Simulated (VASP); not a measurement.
Here is a VASP 6.6.1 calculation.

Contents of INCAR:

```
SYSTEM = AlN
PREC = Accurate
ENCUT = 520
EDIFF = 1E-6
ISMEAR = 0
SIGMA = 0.05
LREAL = .False.
LASPH = .True.
NELM = 100
ALGO = Normal
ISIF = 2
LWAVE = .False.
LCHARG = .False.
GGA = PE
NBANDS = 26
```

File KPOINTS:

```
regular mesh
0
Gamma
  8 6 4
  0 0 0
```

Contents of POSCAR:

```
AlN
1.0
   -1.6567491617      2.8695737234      0.0000000000
    0.0000000000      0.0000000000      4.1874629526
    4.9702474850      2.8695737234      0.0000000000
Al N
4 4
Direct
    0.7407111538      0.7500000000      0.1455003167
    0.0000000000      0.7500000000      0.6666666667
    0.0000000000      0.2500000000      0.3333333333
    0.5000000000      0.2500000000      0.8333333333
    0.5000000000      0.2500000000      0.1666666667
    0.0000000000      0.2500000000      0.6666666667
    0.0000000000      0.7500000000      0.3333333333
    0.5000000000      0.7500000000      0.8333333333
```

Potentials or basis: VASP PAW PBE potentials, release 64 (Al, N).

Run with:

```console
$ cat potpaw_PBE.64/Al/POTCAR potpaw_PBE.64/N/POTCAR > POTCAR
$ mpirun -np 1 vasp_std > vasp.out
```

Problem. Estimate the pressure.

Solution. 22.8 GPa.

Problem. What does it give for the band gap on the k mesh?

Solution. 2.21 eV.

Problem. What does it give for the largest force?

Solution. 27.139 eV/Å.

Stress tensor (GPa, compression positive):
```
 8.60 26.20  0.00
26.20 56.78  0.00
 0.00  0.00  2.89
```

Caveat: the cell differs from its parent crystal (atom 1 (Al) moved by -0.504 Å along [1 0 0] and +0.630 Å along [1 2 0]); the stress differs along the axes, from 3 to 57 GPa; forces of over 1 eV/Å act on the atoms, so gaps and moduli don't describe the material at rest. A k mesh can miss the band edges.
